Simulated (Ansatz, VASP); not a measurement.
# One calculation of V, two programs

The input POSCAR:

```
V
1.0
    0.0000000000      2.6863210762      2.6863210762
    2.6863210762      0.0000000000      2.6863210762
    2.6863210762      2.6863210762      0.0000000000
V
2
Direct
    0.1250000000      0.1250000000      0.1250000000
    0.8750000000      0.8750000000      0.8750000000
```

File INCAR.step1:

```
SYSTEM = V
PREC = Accurate ; ENCUT = 520
ISMEAR = -1 ; SIGMA = 0.1
LREAL = .False. ; LASPH = .True.
NELM = 100 ; NBANDS = 20
GGA = PE ; ALGO = Normal
EDIFF = 1E-4 ; LWAVE = .True.
LCHARG = .False.
```

The input INCAR.step2:

```
SYSTEM = V
PREC = Accurate ; ENCUT = 520
EDIFF = 1E-7 ; ISMEAR = -1
SIGMA = 0.1 ; LREAL = .False.
LASPH = .True. ; NELM = 100
ALGO = Normal ; ISIF = 2
LWAVE = .False. ; LCHARG = .False.
METAGGA = R2SCAN ; LMIXTAU = .True.
NBANDS = 20 ; ISTART = 1
```

The input KPOINTS:

```
regular mesh
0
Gamma
  12 12 12
  0 0 0
```

Input for Ansatz:

```yaml
crystal:
  lattice:
    - [0.0, 2.6863210762, 2.6863210762]
    - [2.6863210762, 0.0, 2.6863210762]
    - [2.6863210762, 2.6863210762, 0.0]
  atoms:
    - { symbol: V, position: [0.125, 0.125, 0.125] }
    - { symbol: V, position: [0.875, 0.875, 0.875] }
hamiltonian:
  xc: r2scan
  pseudopotentials:
    kind: paw
    azcp:
      V: "pseudopotentials/V.paw.azcp"
basis:
  ecutwfc: 500
  fft_grid_basis: typed
kpoints:
  mp_grid: { grid: [12, 12, 12], shift: [0, 0, 0] }
magnetization:
  spin_polarized: false
scf:
  occupations: { method: fermi_dirac, width: 0.1 }
  lower_state_search: "off"
output:
  stress: true
```

Alike in both runs: task single point; functional r2SCAN; k mesh 12 × 12 × 12; occupations fermi-dirac, width 0.1 eV; no spin polarisation.

|  | VASP | Ansatz |
| --- | --- | --- |
| version | VASP 6.6.1 | Ansatz 0.2.0 |
| potentials or method | VASP PAW PBE potentials, release 64 (V_sv), cutoff 520 eV | plane waves (500 eV) with PAW, scalar-relativistic |
| valence electrons in the cell | 26 | 26 |

```csv
,VASP,Ansatz,Ansatz less VASP
pressure (GPa),-3.5,-4.1,-0.58
```

VASP's potentials were made for PBE, not for r2SCAN. The functional is the same, so the differences come from potentials, cutoffs and numerics.
